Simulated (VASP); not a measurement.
# SnO2 (Pnnm) in VASP: notebook, part 2 of 2

VASP 6.6.1. Earlier steps stand in the parts before.

## Step 3: Single point, LDA (atoms shifted along a free coordinate)

The input, INCAR:

```
SYSTEM = SnO2
ALGO = Normal ; EDIFF = 1E-6
ENCUT = 520 ; GGA = CA
ISIF = 2 ; ISMEAR = 0
LASPH = .TRUE. ; LCHARG = .TRUE.
LELF = .TRUE. ; LREAL = .FALSE.
LVHAR = .TRUE. ; LWAVE = .FALSE.
NBANDS = 35 ; NELM = 80
PREC = Accurate ; SIGMA = 0.05
```

The input, KPOINTS:

```
k-points
0
G
  6 6 8
  0 0 0
```

The input, POSCAR:

```
SnO2
1.0
    4.4907696718      0.0000000000      0.0000000000
    0.0000000000      4.4913213421      0.0000000000
    0.0000000000      0.0000000000      3.0339885145
Sn O
2 4
Direct
    0.5000000000      0.5000000000      0.5000000000
    0.0000000000      0.0000000000      0.0000000000
    0.3059833077      0.2543006016      0.0000000000
    0.8059833077      0.2456993984      0.5000000000
    0.1940166923      0.7543006016      0.5000000000
    0.6940166923      0.7456993984      0.0000000000
```

Potentials or basis: VASP PAW LDA potentials, release 64 (Sn_d, O).

Command:

```sh
$ cat potpaw_LDA.64/Sn_d/POTCAR potpaw_LDA.64/O/POTCAR > POTCAR
$ mpirun -np 1 vasp_std > vasp.out
```

OUTCAR:

```text
SYSTEM = SnO2
   EDIFF = 1E-6
   ENCUT = 520
   GGA = CA
   ISIF = 2
   ISMEAR = 0
   LASPH = .TRUE.
   LREAL = .FALSE.
   NELM = 80
   PREC = Accurate

 ion  position               nearest neighbor table
   1  0.500  0.500  0.500-   5 1.79   4 1.79   6 2.07   6 2.07   3 2.07   3 2.07   2 3.52   2 3.52
                             2 3.52   2 3.52   2 3.52   2 3.52   2 3.52   2 3.52
   2  0.000  0.000  0.000-   3 1.79   6 1.79   4 2.07   4 2.07   5 2.07   5 2.07   1 3.52   1 3.52
                             1 3.52   1 3.52   1 3.52   1 3.52   1 3.52   1 3.52
   3  0.306  0.254  0.000-   2 1.79   1 2.07   1 2.07
   4  0.806  0.246  0.500-   1 1.79   2 2.07   2 2.07
[... 1126 lines left out ...]
  Total       27.1326648     19.0680988     12.8847272      0.0000000      0.0000000      0.0000000
  in kB      710.3856648    499.2397225    337.3470896      0.0000000      0.0000000      0.0000000
  external PRESSURE =     515.6574923 kB  Pullay stress =       0.0000000 kB

 VOLUME and BASIS-vectors are now :
 -----------------------------------------------------------------------------
  energy-cutoff  :      520.00
  volume of cell :       61.19
      direct lattice vectors                 reciprocal lattice vectors
     4.490769672  0.000000000  0.000000000     0.222678978  0.000000000  0.000000000
     0.000000000  4.491321342  0.000000000     0.000000000  0.222651626  0.000000000
     0.000000000  0.000000000  3.033988514     0.000000000  0.000000000  0.329599138

 POSITION                                       TOTAL-FORCE (eV/Angst)
 -----------------------------------------------------------------------------------
      2.24538      2.24566      1.51699         0.000000      0.000000      0.000000
      0.00000      0.00000      0.00000         0.000000      0.000000      0.000000
      1.37410      1.14215      0.00000         4.214664      3.755546      0.000000
      3.61949      1.10351      1.51699         4.214664     -3.755546      0.000000
      0.87128      3.38781      1.51699        -4.214664      3.755546     -0.000000
      3.11667      3.34918      0.00000        -4.214664     -3.755546     -0.000000
 -----------------------------------------------------------------------------------
    total drift:                                0.000000     -0.000000     -0.000000

  FREE ENERGIE OF THE ION-ELECTRON SYSTEM (eV)
  ---------------------------------------------------
  free  energy   TOTEN  =       -39.3629282316 eV

  energy  without entropy=      -39.3629282316  energy(sigma->0) =      -39.36292823
```

OSZICAR:

```text
N       E                     dE             d eps       ncg     rms          rms(c)
DAV:   1     0.640453852132E+03    0.64045E+03   -0.25672E+04  6330   0.246E+03
DAV:   2     0.528715779468E+02   -0.58758E+03   -0.55356E+03  5947   0.623E+02
DAV:   3    -0.418755039812E+02   -0.94747E+02   -0.93276E+02  6034   0.210E+02
DAV:   4    -0.464289526281E+02   -0.45534E+01   -0.45226E+01  7105   0.496E+01
DAV:   5    -0.465414063624E+02   -0.11245E+00   -0.11235E+00  7066   0.815E+00    0.187E+01
DAV:   6    -0.394515076562E+02    0.70899E+01   -0.17704E+01  8636   0.661E+01    0.790E+00
DAV:   7    -0.394681737782E+02   -0.16666E-01   -0.24006E+00  6322   0.927E+00    0.367E+00
DAV:   8    -0.393788593008E+02    0.89314E-01   -0.21430E-01  8100   0.594E+00    0.885E-01
DAV:   9    -0.393628128458E+02    0.16046E-01   -0.35387E-02  9333   0.382E+00    0.176E-01
DAV:  10    -0.393629412591E+02   -0.12841E-03   -0.40388E-03  6428   0.441E-01    0.870E-02
DAV:  11    -0.393629312989E+02    0.99602E-05   -0.21171E-04  8700   0.113E-01    0.292E-02
DAV:  12    -0.393629289643E+02    0.23345E-05   -0.13148E-05  7219   0.739E-02    0.755E-03
DAV:  13    -0.393629282316E+02    0.73269E-06   -0.42918E-06  6447   0.406E-02
   1 F= -.39362928E+02 E0= -.39362928E+02  d E =-.316424E-21
```

Run time: 55 s. Hardware: 1 thread of Intel Xeon 6975P-C (Granite Rapids), shared host; peak memory 0.24 GiB.

Results:

```yaml
Free_energy: -39.3629 eV
Pressure: 51.6 GPa
Largest_force: 5.645 eV/Å
Band_gap_on_the_k_mesh: 2.88 eV
```

Forces in eV/Å, atoms in the order of the input:
```
Sn   0.000  0.000  0.000
Sn   0.000  0.000  0.000
O    4.215  3.756  0.000
O    4.215 -3.756  0.000
O   -4.215  3.756  0.000
O   -4.215 -3.756  0.000
```

Caveat: the cell differs from its parent crystal (atoms shifted along a free coordinate); the cell stands under pressure; spin-orbit coupling is left out, which moves the levels of the heavy elements; forces of over 1 eV/Å act on the atoms, so gaps and moduli don't describe the material at rest.

## Step 4: Single point, LDA (atoms shifted along a free coordinate)

The input, INCAR:

```
SYSTEM = SnO2
PREC     = Accurate       ! precision mode
ENCUT    = 520            ! plane-wave cutoff, eV
EDIFF    = 1E-6           ! SCF threshold, eV
ISMEAR   = 0              ! smearing method
SIGMA    = 0.05           ! smearing width, eV
LREAL    = .False.        ! projectors in reciprocal space
LASPH    = .True.         ! aspherical terms in the spheres
NELM     = 100            ! most SCF steps
ALGO     = Normal         ! electronic algorithm
ISIF     = 2              ! what is computed and relaxed
LWAVE    = .False.        ! write WAVECAR
LCHARG   = .True.         ! write CHGCAR
LELF     = .True.         ! ELF
LVHAR    = .True.       
NBANDS   = 35             ! bands
```

The input, KPOINTS:

```
regular mesh
0
Gamma
  6 6 8
  0 0 0
```

The input, POSCAR:

```
SnO2
1.0
    4.8820573695      0.0000000000      0.0000000000
    0.0000000000      4.8826571076      0.0000000000
    0.0000000000      0.0000000000      3.2983446198
Sn O
2 4
Direct
    0.5000000000      0.5000000000      0.5000000000
    0.0000000000      0.0000000000      0.0000000000
    0.3059833077      0.2672588243      0.0000000000
    0.8059833077      0.2327411757      0.5000000000
    0.1940166923      0.7672588243      0.5000000000
    0.6940166923      0.7327411757      0.0000000000
```

Command:

```sh
$ cat potpaw_LDA.64/Sn_d/POTCAR potpaw_LDA.64/O/POTCAR > POTCAR
$ mpirun -np 1 vasp_std > vasp.out
```

It took 2.2 min on 1 thread of Intel Xeon Platinum 8375C at 2.90GHz (Ice Lake), shared host; peak memory 0.27 GiB.

It converged, with:

| Item | Value |
| --- | --- |
| Free energy | -41.1598 eV |
| Pressure | -15.3 GPa |
| Largest force | 2.198 eV/Å |
| Band gap on the k mesh | 0.40 eV (least direct gap 0.75 eV) |

Forces in eV/Å, atoms in the order of the input:
```
Sn   0.000  0.000  0.000
Sn   0.000  0.000  0.000
O    1.418  1.679  0.000
O    1.418 -1.679  0.000
O   -1.418  1.679  0.000
O   -1.418 -1.679  0.000
```

Stress tensor (GPa, compression positive):
```
-11.22   0.00   0.00
  0.00 -16.79   0.00
  0.00   0.00 -17.90
```

Levels at points of the mesh, in eV from the valence-band top:
```csv
k point,band 22,band 23,band 24,band 25,band 26,band 27,band 28,band 29,band 30,band 31
"(0.00, 0.00, 0.00)",-1.14,-1.06,-0.55,-0.47,-0.35,0.40,5.60,5.61,5.90,8.53
"(0.50, 0.00, 0.00)",-2.04,-1.02,-1.02,-0.37,-0.37,3.57,3.57,7.04,7.04,9.99
"(0.00, 0.50, 0.00)",-1.90,-1.00,-1.00,-0.25,-0.25,3.41,3.41,6.51,6.51,10.48
"(0.50, 0.50, 0.00)",-2.08,-1.20,-1.20,-0.59,-0.59,4.24,4.24,6.92,6.92,10.59
"(0.00, 0.00, 0.50)",-2.98,-1.36,-1.36,-0.86,-0.86,4.78,4.78,8.12,8.12,9.49
"(0.50, 0.00, 0.50)",-1.57,-0.93,-0.93,-0.39,-0.39,4.99,4.99,6.59,6.59,9.74
"(0.00, 0.50, 0.50)",-1.78,-0.73,-0.73,-0.64,-0.64,5.11,5.11,6.67,6.67,9.45
"(0.50, 0.50, 0.50)",-1.66,-0.53,-0.53,-0.50,-0.50,2.97,2.97,8.95,8.95,9.13
```

Caveat: the cell differs from its parent crystal (atoms shifted along a free coordinate); the cell stands under tension; spin-orbit coupling is left out, which moves the levels of the heavy elements; forces of over 1 eV/Å act on the atoms, so gaps and moduli don't describe the material at rest.

## Step 5: Single point, LDA (atoms shifted along a free coordinate)

The input, INCAR:

```
SYSTEM = SnO2
ALGO = Normal
EDIFF = 1E-7
ENCUT = 520
GGA = CA
ISIF = 2
ISMEAR = 0
LASPH = .TRUE.
LCHARG = .TRUE.
LELF = .TRUE.
LREAL = .FALSE.
LVHAR = .TRUE.
LWAVE = .FALSE.
NBANDS = 35
NELM = 80
PREC = Accurate
SIGMA = 0.05
```

The input, KPOINTS:

```
k-points
0
G
  6 6 8
  0 0 0
```

The input, POSCAR:

```
SnO2
1.0
    4.8820573695      0.0000000000      0.0000000000
    0.0000000000      4.8826571076      0.0000000000
    0.0000000000      0.0000000000      3.2983446198
Sn O
2 4
Direct
    0.5000000000      0.5000000000      0.5000000000
    0.0000000000      0.0000000000      0.0000000000
    0.3059833077      0.3450716815      0.0000000000
    0.8059833077      0.1549283185      0.5000000000
    0.1940166923      0.8450716815      0.5000000000
    0.6940166923      0.6549283185      0.0000000000
```

Potentials or basis: VASP PAW LDA potentials, release 64 (Sn_d, O).

Command:

```sh
$ cat potpaw_LDA.64/Sn_d/POTCAR potpaw_LDA.64/O/POTCAR > POTCAR
$ mpirun -np 1 vasp_std > vasp.out
```

OUTCAR:

```text
SYSTEM = SnO2
   EDIFF = 1E-7
   ENCUT = 520
   GGA = CA
   ISIF = 2
   ISMEAR = 0
   LASPH = .TRUE.
   LREAL = .FALSE.
   NELM = 80
   PREC = Accurate

 ion  position               nearest neighbor table
   1  0.500  0.500  0.500-   6 2.05   6 2.05   3 2.05   3 2.05   5 2.25   4 2.25
   2  0.000  0.000  0.000-   4 2.05   4 2.05   5 2.05   5 2.05   3 2.25   6 2.25
   3  0.306  0.345  0.000-   1 2.05   1 2.05   2 2.25
   4  0.806  0.155  0.500-   2 2.05   2 2.05   1 2.25
   5  0.194  0.845  0.500-   2 2.05   2 2.05   1 2.25
[... 1123 lines left out ...]
  -------------------------------------------------------------------------------------
  Total       -3.2814100     -5.2258321     -6.6600328      0.0000000      0.0000000      0.0000000
  in kB      -66.8676323   -106.4905074   -135.7162393      0.0000000      0.0000000      0.0000000
  external PRESSURE =    -103.0247930 kB  Pullay stress =       0.0000000 kB

 VOLUME and BASIS-vectors are now :
 -----------------------------------------------------------------------------
  energy-cutoff  :      520.00
  volume of cell :       78.62
      direct lattice vectors                 reciprocal lattice vectors
     4.882057370  0.000000000  0.000000000     0.204831677  0.000000000  0.000000000
     0.000000000  4.882657108  0.000000000     0.000000000  0.204806518  0.000000000
     0.000000000  0.000000000  3.298344620     0.000000000  0.000000000  0.303182389

 POSITION                                       TOTAL-FORCE (eV/Angst)
 -----------------------------------------------------------------------------------
      2.44103      2.44133      1.64917        -0.000000      0.000000      0.000000
      0.00000      0.00000      0.00000        -0.000000      0.000000      0.000000
      1.49383      1.68487      0.00000        -1.497240     -1.570592     -0.000000
      3.93486      0.75646      1.64917        -1.497240      1.570592      0.000000
      0.94720      4.12620      1.64917         1.497240     -1.570592     -0.000000
      3.38823      3.19779      0.00000         1.497240      1.570592     -0.000000
 -----------------------------------------------------------------------------------
    total drift:                                0.000000     -0.000000      0.000000

  FREE ENERGIE OF THE ION-ELECTRON SYSTEM (eV)
  ---------------------------------------------------
  free  energy   TOTEN  =       -41.3788095120 eV

  energy  without entropy=      -41.3788095120  energy(sigma->0) =      -41.37880951
```

stdout:

```text
POSCAR found type information on POSCAR SnO
 POSCAR found :  2 types and       6 ions
 scaLAPACK will be used
 LDA part: xc-table for (Slater(with rela. corr.)+CA(PZ))
 , standard interpolation
 POSCAR, INCAR and KPOINTS ok, starting setup
 FFT: planning ... GRIDC
 FFT: planning ... GRID_SOFT
 FFT: planning ... GRID
 WAVECAR not read
 entering main loop
```

Run time: 2.3 min. Hardware: 1 thread of Intel Xeon Platinum 8375C at 2.90GHz (Ice Lake), shared host; peak memory 0.27 GiB.

What came out:

- Free energy: -41.3788 eV
- Pressure: -10.3 GPa
- Largest force: 2.170 eV/Å
- Band gap on the k mesh: 0.59 eV (least direct gap 0.60 eV)

Forces in eV/Å, atoms in the order of the input:
```
Sn   0.000  0.000  0.000
Sn   0.000  0.000  0.000
O   -1.497 -1.571  0.000
O   -1.497  1.571  0.000
O    1.497 -1.571  0.000
O    1.497  1.571  0.000
```

Stress tensor (GPa, compression positive):
```
 -6.69   0.00   0.00
  0.00 -10.65   0.00
  0.00   0.00 -13.57
```

Levels at points of the mesh, in eV from the valence-band top:
```csv
k point,band 22,band 23,band 24,band 25,band 26,band 27,band 28,band 29,band 30,band 31
"(0.00, 0.00, 0.00)",-1.18,-1.04,-0.50,-0.48,-0.01,0.59,4.50,5.84,6.00,9.67
"(0.50, 0.00, 0.00)",-1.31,-1.09,-1.09,-0.41,-0.41,3.31,3.31,5.90,5.90,9.26
"(0.00, 0.50, 0.00)",-1.45,-1.09,-1.09,-0.64,-0.64,3.52,3.52,6.45,6.45,9.18
"(0.50, 0.50, 0.00)",-1.19,-1.18,-1.18,-0.63,-0.63,3.41,3.41,6.52,6.52,9.43
"(0.00, 0.00, 0.50)",-1.88,-1.26,-1.26,-1.02,-1.02,5.58,5.58,8.67,8.67,9.03
"(0.50, 0.00, 0.50)",-1.63,-0.78,-0.78,-0.49,-0.49,5.88,5.88,7.11,7.11,9.36
"(0.00, 0.50, 0.50)",-1.23,-0.90,-0.90,-0.45,-0.45,5.80,5.80,6.80,6.80,10.20
"(0.50, 0.50, 0.50)",-1.77,-1.02,-1.02,-0.57,-0.57,4.92,4.92,7.53,7.53,9.88
```

Caveat: the cell differs from its parent crystal (atoms shifted along a free coordinate); the cell stands under tension; spin-orbit coupling is left out, which moves the levels of the heavy elements; forces of over 1 eV/Å act on the atoms, so gaps and moduli don't describe the material at rest.

## Step 6: Summary

```tsv
cell	gap on the mesh (eV)	pressure (GPa)	largest force (eV/Å)
a = 4.491, b = 4.491, c = 3.034 Å, 6 atoms, atomic positions A	3.26	65.9	7.32
a = 4.491, b = 4.491, c = 3.034 Å, 6 atoms, atomic positions B	2.88	51.6	5.65
a = 4.882, b = 4.883, c = 3.298 Å, 6 atoms, atomic positions C	0.40	-15.3	2.20
a = 4.882, b = 4.883, c = 3.298 Å, 6 atoms, atomic positions D	0.59	-10.3	2.17
```

Alike in all rows: task single point; level LDA; potentials or basis VASP PAW LDA potentials, release 64 (Sn_d, O); no spin polarisation; k mesh 6 × 6 × 8; cutoff (eV) 520; smearing gaussian 0.05 eV.

Caveats: spin-orbit coupling is left out, which moves the levels of the heavy elements; forces of over 1 eV/Å act on the atoms, so gaps and moduli don't describe the material at rest; the cell stands under pressure (at least some runs); the cell stands under tension (at least some runs).

Absolute energies hang on the potentials; compare differences alone.
